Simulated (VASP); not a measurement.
# TaSi (CsCl type) (Pm-3m) in VASP: further runs, part 2 of 2

VASP 6.6.1. Earlier steps stand in the parts before.

**3. Relaxation of cell and atoms, PBE, target pressure 430 GPa, at which the enthalpy is minimised**

This run uses another cell than the first one, of 8.29 Å³/atom.

Input file INCAR:

```
SYSTEM = TaSi
  ALGO = Normal
  EDIFF = 1E-7
  EDIFFG = -0.005
  ENCUT = 600
  GGA = PE
  IBRION = 2
  ISIF = 3
  ISMEAR = -1
  LASPH = .TRUE.
  LCHARG = .FALSE.
  LREAL = .FALSE.
  LWAVE = .FALSE.
  NELM = 80
  NSW = 60
  PREC = Accurate
  PSTRESS = 4300.0
  SIGMA = 0.1
```

Input file KPOINTS:

```
k-points
0
G
  16 16 16
  0 0 0
```

Input file POSCAR:

```
TaSi
1.0
    2.5496340377      0.0000000000      0.0000000000
    0.0000000000      2.5496340377      0.0000000000
    0.0000000000      0.0000000000      2.5496340377
Ta Si
1 1
Direct
    0.0000000000      0.0000000000      0.0000000000
    0.5000000000      0.5000000000      0.5000000000
```

Potentials or basis: VASP PAW PBE potentials, release 64 (Ta_pv, Si).

Command:

```bash
$ cat potpaw_PBE.64/Ta_pv/POTCAR potpaw_PBE.64/Si/POTCAR > POTCAR
$ mpirun -np 1 vasp_std > vasp.out
```

OUTCAR:

```text
SYSTEM = TaSi
   EDIFF = 1E-7
   EDIFFG = -0.005
   ENCUT = 600
   GGA = PE
   IBRION = 2
   ISIF = 3
   ISMEAR = -1
   LASPH = .TRUE.
   LREAL = .FALSE.
   NELM = 80
   NSW = 60
   PREC = Accurate
   PSTRESS = 4300.0

 ion  position               nearest neighbor table
   1  0.000  0.000  0.000-   2 2.21   2 2.21   2 2.21   2 2.21   2 2.21   2 2.21   2 2.21   2 2.21

   2  0.500  0.500  0.500-   1 2.21   1 2.21   1 2.21   1 2.21   1 2.21   1 2.21   1 2.21   1 2.21

  LATTYP: Found a simple cubic cell.
 ALAT       =     2.5496340377

  Lattice vectors:

 A1 = (   2.5496340377,   0.0000000000,   0.0000000000)
 A2 = (   0.0000000000,   2.5496340377,   0.0000000000)
 A3 = (   0.0000000000,   0.0000000000,   2.5496340377)

Analysis of symmetry for initial positions (statically):
=====================================================================
 Subroutine PRICEL returns:
 Original cell was already a primitive cell.

 Routine SETGRP: Setting up the symmetry group for a
 simple cubic supercell.

 Subroutine GETGRP returns: Found 48 space group operations
 (whereof 48 operations were pure point group operations)
 out of a pool of 48 trial point group operations.

The static configuration has the point symmetry O_h .

Analysis of symmetry for dynamics (positions and initial velocities):
=====================================================================
 Subroutine PRICEL returns:
 Original cell was already a primitive cell.

 Routine SETGRP: Setting up the symmetry group for a
 simple cubic supercell.

 Subroutine GETGRP returns: Found 48 space group operations
 (whereof 48 operations were pure point group operations)
 out of a pool of 48 trial point group operations.

The dynamic configuration has the point symmetry O_h .

 Subroutine INISYM returns: Found 48 space group operations
 (whereof 48 operations are pure point group operations),
 and found     1 'primitive' translations

[... 130 lines left out ...]
   NGX = 11   NGY = 11   NGZ = 11

--------------------------------------- Ionic step        1  -------------------------------------------

 number of electron      15.0000003 magnetization

 Free energy of the ion-electron system (eV)
  ---------------------------------------------------
  ext. energy  EPLUGINS =         0.00000000
  ---------------------------------------------------
  free energy    TOTEN  =        -6.12170283 eV

  energy without entropy =       -6.09777674  energy(sigma->0) =       -6.10973978

------------------------ aborting loop because EDIFF is reached ----------------------------------------

  FORCE on cell =-STRESS in cart. coord.  units (eV):
  Direction    XX          YY          ZZ          XY          YZ          ZX
  --------------------------------------------------------------------------------------
  -------------------------------------------------------------------------------------
  Total       42.6751568     42.6751568     42.6751568      0.0000000      0.0000000      0.0000000
  in kB     4125.2679472   4125.2679472   4125.2679472      0.0000000      0.0000000      0.0000000
  external PRESSURE =    -174.7320528 kB  Pullay stress =    4300.0000000 kB
[... 101 lines left out ...]
--------------------------------------- Ionic step        4  -------------------------------------------

 number of electron      15.0000002 magnetization

 Free energy of the ion-electron system (eV)
  ---------------------------------------------------
  ext. energy  EPLUGINS =         0.00000000
  ---------------------------------------------------
  free energy    TOTEN  =        -5.60525620 eV

  energy without entropy =       -5.58201684  energy(sigma->0) =       -5.59363652

 E-fermi :  16.7614     XC(G=0): -15.5315

 val. band max:       16.7594666809   @ k =   0.5000   0.3750   0.0625
 cond. band min:      16.7732170229   @ k =   0.3750   0.3750   0.0625
 fundamental gap:      0.0137503420
 Fermi energy:        16.7614333399

 k-point     1 :       0.0000    0.0000    0.0000
  band No.  band energies     occupation
      1     -16.0096      2.00000
      2     -16.0096      2.00000
      3     -16.0096      2.00000
      4       0.4610      2.00000
      5       9.3154      2.00000
      6       9.3154      2.00000
      7      21.5182      0.00000
      8      21.5182      0.00000
      9      21.5182      0.00000
     10      22.4506      0.00000
     11      22.4506      0.00000
[... 309 lines left out ...]
 k-point    24 :       0.5000    0.1250    0.0000
  band No.  band energies     occupation
      1     -18.9693      2.00000
      2     -16.1596      2.00000
      3     -15.6480      2.00000
      4       6.6190      2.00000
      5       7.9191      2.00000
      6      12.8212      2.00000
      7      13.7259      2.00000
      8      14.3747      2.00000
      9      21.2910      0.00000
     10      22.2351      0.00000
     11      26.5146      0.00000

 [... further k-points ...]

------------------------ aborting loop because EDIFF is reached ----------------------------------------

  FORCE on cell =-STRESS in cart. coord.  units (eV):
  Direction    XX          YY          ZZ          XY          YZ          ZX
  --------------------------------------------------------------------------------------
  -------------------------------------------------------------------------------------
  Total       43.9470330     43.9470330     43.9470330     -0.0000000      0.0000000      0.0000000
  in kB     4299.1816646   4299.1816646   4299.1816646     -0.0000000      0.0000000      0.0000000
  external PRESSURE =      -0.8183354 kB  Pullay stress =    4300.0000000 kB
[... 21 lines left out ...]
  energy  without entropy=       -5.5820168450  energy(sigma->0) =       -5.59363652

  enthalpy is  TOTEN    =        38.3501419367 eV   P V=       43.9553981326

 reached required accuracy - stopping structural energy minimisation
```

CONTCAR:

```text
TaSi
   1.00000000000000
     2.5395188938834794    0.0000000000000000    0.0000000000000000
     0.0000000000000000    2.5395188938834794   -0.0000000000000000
    -0.0000000000000000    0.0000000000000000    2.5395188938834794
  Ta              Si
     1     1
Direct
     0.0000000000000000    0.0000000000000000    0.0000000000000000
     0.5000000000000000    0.5000000000000000    0.5000000000000000

  0.00000000E+00  0.00000000E+00  0.00000000E+00
  0.00000000E+00  0.00000000E+00  0.00000000E+00
```

Run time: 45 s. Hardware: 1 thread of Intel Xeon Platinum 8375C at 2.90GHz (Ice Lake), shared host; peak memory 0.17 GiB.

What came out:

```
Free energy                                                : -5.6053 eV
Relaxed volume                                             : 8.19 Å³/atom
Relaxed cell                                               : a = 2.540 Å, b = 2.540 Å, c = 2.540 Å, α = 90.00°, β = 90.00°, γ = 90.00°
Space group after relaxing (to 0.1 Å)                      : Pm-3m (No. 221)
Energy change on relaxing (the run minimises the enthalpy) : +258.2 meV/atom
Ionic steps                                                : 4
Pressure after relaxing                                    : 429.9 GPa
Band gap on the k mesh                                     : zero (an odd number of electrons rules out a gap without spin polarisation)
```

Step by step:
| step | energy change (eV) | largest force (eV/Å) | pressure (GPa) | volume (Å³) |
| --- | --- | --- | --- | --- |
| 1 | 0.0000 | 0.0000 | 412.53 | 16.57 |
| 2 | 6.7192 | 0.0000 | 644.46 | 14.50 |
| 3 | 0.4831 | 0.0000 | 428.79 | 16.39 |
| 4 | 0.5164 | 0.0000 | 429.92 | 16.38 |

Final structure:
```
Ta Si
1.0
     2.53952    0.00000    0.00000
     0.00000    2.53952    0.00000
     0.00000    0.00000    2.53952
Ta Si
1 1
Direct
  0.00000 0.00000 0.00000
  0.50000 0.50000 0.50000
```

Levels at points of the mesh, in eV from the Fermi level:
```tsv
k point	band 4	band 5	band 6	band 7	band 8	band 9	band 10	band 11
(0.00, 0.00, 0.00)	-16.30	-7.45	-7.45	4.76	4.76	4.76	5.69	5.69
(0.50, 0.00, 0.00)	-10.90	-7.88	-4.55	-2.59	-2.59	3.30	6.61	10.47
(0.50, 0.50, 0.00)	-13.09	-5.33	-2.72	-2.72	-0.77	-0.77	8.46	10.87
(0.50, 0.50, 0.50)	-10.55	-10.55	-10.55	-1.74	8.02	8.02	8.02	11.49
```

Caveat: the cell is relaxed towards a set pressure, so the run minimises the enthalpy, not the energy; spin-orbit coupling is left out, which moves the levels of the heavy elements.
